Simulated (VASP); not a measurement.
# AlP (F-43m) in VASP: a series of runs, part 2 of 2

VASP 6.6.1. The steps go on from the part before.

### 4 Single point, PBE

This run uses another cell than the first one, of 18.93 Å³/atom, 1.075 times its volume.

File INCAR:

```
SYSTEM = AlP
  PREC = Accurate
  ENCUT = 500
  EDIFF = 1E-6
  ISMEAR = 0
  SIGMA = 0.01
  LREAL = .FALSE.
  LASPH = .TRUE.
  NELM = 120
  ALGO = Normal
  ISIF = 2
  LWAVE = .FALSE.
  LCHARG = .FALSE.
  GGA = PE
  NBANDS = 11
  GGA_COMPAT = .FALSE.
```

File KPOINTS:

```
Automatic mesh
0
G
  6 6 6
  0 0 0
```

File POSCAR:

```
AlP
1.0
    0.0000000000      2.6651916844      2.6651916844
    2.6651916844      0.0000000000      2.6651916844
    2.6651916844      2.6651916844      0.0000000000
Al P
1 1
Direct
    0.0000000000      0.0000000000      0.0000000000
    0.2500000000      0.2500000000      0.2500000000
```

Potentials or basis: VASP PAW PBE potentials, release 64 (Al, P).

Started as:

```console
$ cat potpaw_PBE.64/Al/POTCAR potpaw_PBE.64/P/POTCAR > POTCAR
$ mpirun -np 1 vasp_std > vasp.out
```

OUTCAR:

```text
SYSTEM = AlP
   PREC = Accurate
   ENCUT = 500
   EDIFF = 1E-6
   ISMEAR = 0
   LREAL = .FALSE.
   LASPH = .TRUE.
   NELM = 120
   ISIF = 2
   GGA = PE

 ion  position               nearest neighbor table
   1  0.000  0.000  0.000-   2 2.31   2 2.31   2 2.31   2 2.31
   2  0.250  0.250  0.250-   1 2.31   1 2.31   1 2.31   1 2.31

  LATTYP: Found a face centered cubic cell.
 ALAT       =     5.3303833688

  Lattice vectors:

 A1 = (   0.0000000000,   2.6651916844,   2.6651916844)
 A2 = (   2.6651916844,   0.0000000000,   2.6651916844)
 A3 = (   2.6651916844,   2.6651916844,   0.0000000000)

Analysis of symmetry for initial positions (statically):
=====================================================================
 Subroutine PRICEL returns:
 Original cell was already a primitive cell.

 Routine SETGRP: Setting up the symmetry group for a
 face centered cubic supercell.

 Subroutine GETGRP returns: Found 24 space group operations
 (whereof 24 operations were pure point group operations)
 out of a pool of 48 trial point group operations.

The static configuration has the point symmetry T_d .

Analysis of symmetry for dynamics (positions and initial velocities):
[... 160 lines left out ...]
      2       5.2683      2.00000
      3       5.2683      2.00000
      4       5.2683      2.00000
      5       9.2003      0.00000
      6       9.9255      0.00000
      7       9.9255      0.00000
      8       9.9255      0.00000
      9      14.1790      0.00000
     10      14.1790      0.00000
     11      16.0783      0.00000
[... 197 lines left out ...]
 k-point    16 :      -0.3333    0.5000    0.1667
  band No.  band energies     occupation
      1      -4.0174      2.00000
      2       0.0115      2.00000
      3       2.1172      2.00000
      4       2.3735      2.00000
      5       8.5539      0.00000
      6       9.6722      0.00000
      7      13.2092      0.00000
      8      13.5839      0.00000
      9      17.0990      0.00000
     10      17.6222      0.00000
     11      19.1502      0.00000

------------------------ aborting loop because EDIFF is reached ----------------------------------------

  FORCE on cell =-STRESS in cart. coord.  units (eV):
  Direction    XX          YY          ZZ          XY          YZ          ZX
  --------------------------------------------------------------------------------------
  -------------------------------------------------------------------------------------
  Total        2.3334349      2.3334349      2.3334349      0.0000000      0.0000000      0.0000000
  in kB       98.7395021     98.7395021     98.7395021      0.0000000      0.0000000      0.0000000
  external PRESSURE =      98.7395021 kB  Pullay stress =       0.0000000 kB

 VOLUME and BASIS-vectors are now :
 -----------------------------------------------------------------------------
  energy-cutoff  :      500.00
  volume of cell :       37.86
      direct lattice vectors                 reciprocal lattice vectors
     0.000000000  2.665191684  2.665191684    -0.187603767  0.187603767  0.187603767
     2.665191684  0.000000000  2.665191684     0.187603767 -0.187603767  0.187603767
     2.665191684  2.665191684  0.000000000     0.187603767  0.187603767 -0.187603767

 POSITION                                       TOTAL-FORCE (eV/Angst)
 -----------------------------------------------------------------------------------
      0.00000      0.00000      0.00000        -0.000000     -0.000000     -0.000000
      1.33260      1.33260      1.33260         0.000000      0.000000      0.000000
 -----------------------------------------------------------------------------------
    total drift:                                0.000000      0.000000      0.000000

  FREE ENERGIE OF THE ION-ELECTRON SYSTEM (eV)
  ---------------------------------------------------
  free  energy   TOTEN  =       -10.2590520122 eV

  energy  without entropy=      -10.2590520122  energy(sigma->0) =      -10.25905201
```

Wall time 13 s (1 thread of AMD EPYC 7R13, shared host); peak memory 0.12 GiB.

Results:

* Free energy: -10.2591 eV
* Pressure: 9.9 GPa
* Band gap on the k mesh: 1.42 eV, indirect (least direct gap 3.68 eV)

A k mesh can miss the band edges.

### 5 The runs side by side

```tsv
cell	gap on the mesh (eV)	pressure (GPa)
a = 3.680 Å, angles 60.0°, 2 atoms	1.25	19.8
a = 3.825 Å, angles 60.0°, 2 atoms	1.52	4.9
a = 3.769 Å, angles 60.0°, 2 atoms	1.42	9.9
```

Alike in all rows: task single point; level PBE; potentials or basis VASP PAW PBE potentials, release 64 (Al, P); no spin polarisation; k mesh 6 × 6 × 6; cutoff (eV) 500; smearing gaussian 0.01 eV.

Total energies depend on the potentials used, so only differences within one code and one set of settings carry meaning.
